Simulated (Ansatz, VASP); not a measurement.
## Si2W: VASP beside Ansatz

```xyz
9
Lattice="4.6393 0.0000 0.0000 -2.3196 4.0177 0.0000 0.0000 0.0000 6.5757" Properties=species:S:1:pos:R:3 pbc="T T T"
Si    2.3196    2.9038    3.2879
Si   -1.3549    3.4608    5.4798
Si    1.3549    3.4608    1.0960
Si    0.0000    1.1140    3.2879
Si    3.6746    0.5570    5.4798
Si    0.9647    0.5570    1.0960
W    -1.1598    2.0089    1.0960
W     1.1598    2.0089    5.4798
W     2.3196    0.0000    3.2879
```

Alike in both runs: task single point; functional PBE; k mesh 9 × 9 × 6; occupations gaussian, width 0.03 eV; no spin polarisation.

|  | VASP | Ansatz |
| --- | --- | --- |
| version | VASP 6.6.1 | Ansatz 0.2.0 |
| potentials or method | VASP PAW PBE potentials, release 64 (Si, W_sv), cutoff 520 eV | scalar-relativistic, plane waves, PAW |
| valence electrons in the cell | 66 | 66 |

Ansatz gave:

| Quantity | Value |
| --- | --- |
| gap on the k mesh at the Fermi level (eV) | none |
| pressure (GPa) | 6.7 |
| traceless stress, the component that is largest in VASP (GPa) | -3.86 |
| rms of the force components (eV/Å) | 2.046 |

Task: What did VASP give for the same quantities?

Result: gap on the k mesh at the Fermi level (eV): none; pressure (GPa): 6.6; traceless stress, the component that is largest in VASP (GPa): -3.87; rms of the force components (eV/Å): 2.037.

Atom by atom the forces differ by 0.009 eV/Å (rms over components). A gap of «none» marks a metal or a gap that the smearing closes. With one functional, cell and mesh, what is left measures potentials, basis and numerics.

Neither program's run includes spin-orbit coupling.
